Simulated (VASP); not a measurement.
Wanted: the native input for a VASP 6.6.1 run.

- Task: single point
- Functional: PBE
- Potentials or basis: VASP PAW PBE potentials, release 64 (Cd, Te, O)
- Cutoff: 520 eV
- k mesh: 6 × 6 × 4
- Occupations: gaussian, width 0.1 eV
- Spin: no spin polarisation
- Dipole correction: no
- Further INCAR settings: ALGO = Normal; EDIFF = 1e-06; NBANDS = 30

The structure of CdTeO4 lies in POSCAR:

```
CdTeO4
1.0
    3.6566350200      0.0000000000      0.0000000000
    0.0000000000      3.6566350200      0.0000000000
    0.0000000000      0.0000000000      6.4267676900
Cd Te O
1 1 4
Direct
    0.0000000000      0.0000000000      0.0000000000
    0.5000000000      0.5000000000      0.5000000000
    0.5000000000      0.0000000000      0.0000000000
    0.0000000000      0.5000000000      0.0000000000
    0.0000000000      0.0000000000      0.2737000000
    0.0000000000      0.0000000000      0.7263000000
```

One way to write it, as run:

INCAR

```
SYSTEM = CdTeO4
PREC = Accurate
ENCUT = 520
EDIFF = 1E-6
ISMEAR = 0
SIGMA = 0.1
LREAL = .False.
LASPH = .True.
NELM = 80
ALGO = Normal
ISIF = 2
LWAVE = .False.
LCHARG = .False.
GGA = PE
NBANDS = 30
```

KPOINTS

```
Automatic mesh
0
Gamma
  6 6 4
  0 0 0
```

Potentials or basis: VASP PAW PBE potentials, release 64 (Cd, Te, O).

Run with:

```sh
$ cat potpaw_PBE.64/Cd/POTCAR potpaw_PBE.64/Te/POTCAR potpaw_PBE.64/O/POTCAR > POTCAR
$ mpirun -np 1 vasp_std > vasp.out
```

Results of the run:

```
Pressure               : 35.3 GPa
Largest force          : 9.696 eV/Å
Band gap on the k mesh : zero (band 21 reaches 3.32 eV, above the bottom of band 22 at 2.10 eV)
```

Caveat: spin-orbit coupling is left out, which moves the levels of the heavy elements; forces of over 1 eV/Å act on the atoms, so gaps and moduli don't describe the material at rest.

It took 62 s on 1 thread of Intel(R) Xeon(R) Platinum 8375C CPU @ 2.90GHz (Ice Lake) (shared host), peak memory 0.23 GiB.
